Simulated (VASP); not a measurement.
Set up this calculation in VASP 6.6.1, as the native input.

| Property | Result |
| --- | --- |
| Task | single point |
| Functional | PBE |
| Potentials or basis | VASP PAW PBE potentials, release 64 (I, Ni) |
| Cutoff | 520 eV |
| k mesh | 8 × 8 × 4 |
| Occupations | fermi-dirac, width 0.05 eV |
| Spin | collinear spin, ferromagnetic start |
| Starting moments | [0.0, 0.0, 1.0, 1.0] μB |
| Dipole correction | no |
| Further INCAR settings | ALGO = Normal; EDIFF = 1e-06; NBANDS = 29 |

The structure of NiI lies in POSCAR:

```
NiI
1.0
    4.1350790173      0.0000000000      0.0000000000
   -2.0675395086      3.5810834756      0.0000000000
    0.0000000000      0.0000000000      7.0072809652
I Ni
2 2
Direct
    0.6666666667      0.3333333333      0.5051870000
    0.3333333333      0.6666666667      0.0051870000
    0.6666666667      0.3333333333      0.8698150000
    0.3333333333      0.6666666667      0.3698150000
```

The input as run:

INCAR

```
SYSTEM = NiI
PREC     = Accurate       ! precision mode
ENCUT    = 520            ! plane-wave cutoff, eV
EDIFF    = 1E-6           ! SCF threshold, eV
ISMEAR   = -1             ! smearing method
SIGMA    = 0.05           ! smearing width, eV
LREAL    = .FALSE.        ! projectors in reciprocal space
LASPH    = .TRUE.         ! aspherical terms in the spheres
NELM     = 150            ! most SCF steps
ALGO     = Normal         ! electronic algorithm
ISIF     = 2              ! what is computed and relaxed
LWAVE    = .FALSE.        ! write WAVECAR
LCHARG   = .TRUE.         ! write CHGCAR
ISPIN    = 2              ! spin polarisation
MAGMOM   = 0 0 1 1        ! initial moments
LORBIT   = 11             ! projections on sites
LMAXMIX  = 4              ! l up to which the mixer works
GGA      = PE             ! functional
LELF     = .TRUE.         ! ELF
LVHAR    = .TRUE.       
NBANDS   = 29             ! bands
```

KPOINTS

```
Automatic mesh
0
G
  8 8 4
  0 0 0
```

Potentials or basis: VASP PAW PBE potentials, release 64 (I, Ni).

Command:

```console
$ cat potpaw_PBE.64/I/POTCAR potpaw_PBE.64/Ni/POTCAR > POTCAR
$ mpirun -np 1 vasp_std > vasp.out
```

Results of the run:

```json
{
  "Pressure": "-1.9 GPa",
  "Largest force": "0.049 eV/Å",
  "Net moment": "1.14 μB per cell",
  "Site moments": "I +0.06; Ni +0.48 μB",
  "Valence electrons inside the program's atomic spheres": "I 4.29; Ni 9.16"
}
```

It took 5 min on 1 thread of Oxide Virtual Turin-like Processor (shared host), peak memory 0.3 GiB.
